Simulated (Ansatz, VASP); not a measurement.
One calculation of GePt, two programs

```
CELL_PARAMETERS angstrom
3.15066 0.00000 0.00000
0.00000 3.15066 0.00000
0.00000 0.00000 3.27680
ATOMIC_POSITIONS crystal
Ge 0.00000 0.00000 0.50000
Pt 0.50000 0.50000 0.00000
```

Alike in both runs: functional PBE; k mesh 6 × 6 × 5; occupations gaussian, width 0.2 eV; no spin polarisation.

Ansatz relaxed the structure, and its values are those at the end. VASP's run is a single point on that final structure, the one shown.

|  | VASP | Ansatz |
| --- | --- | --- |
| version | VASP 6.6.1 | Ansatz 0.2.0 |
| potentials or method | VASP PAW PBE potentials, release 64 (Ge_d, Pt), cutoff 500 eV | scalar-relativistic, plane waves, PAW |
| valence electrons in the cell | 24 | 32 |

|  | VASP | Ansatz | Ansatz less VASP |
| --- | --- | --- | --- |
| gap on the k mesh at the Fermi level (eV) | none | none | - |
| pressure (GPa) | 0.2 | 0.2 | +0.05 |

A gap of «none» marks a metal or a gap that the smearing closes. VASP's potentials hold 24 valence electrons a cell and Ansatz's 32, so a difference there can come from the potentials and not from the codes.

The k mesh is coarse, so the values compare programs but aren't converged. Neither program's run includes spin-orbit coupling.
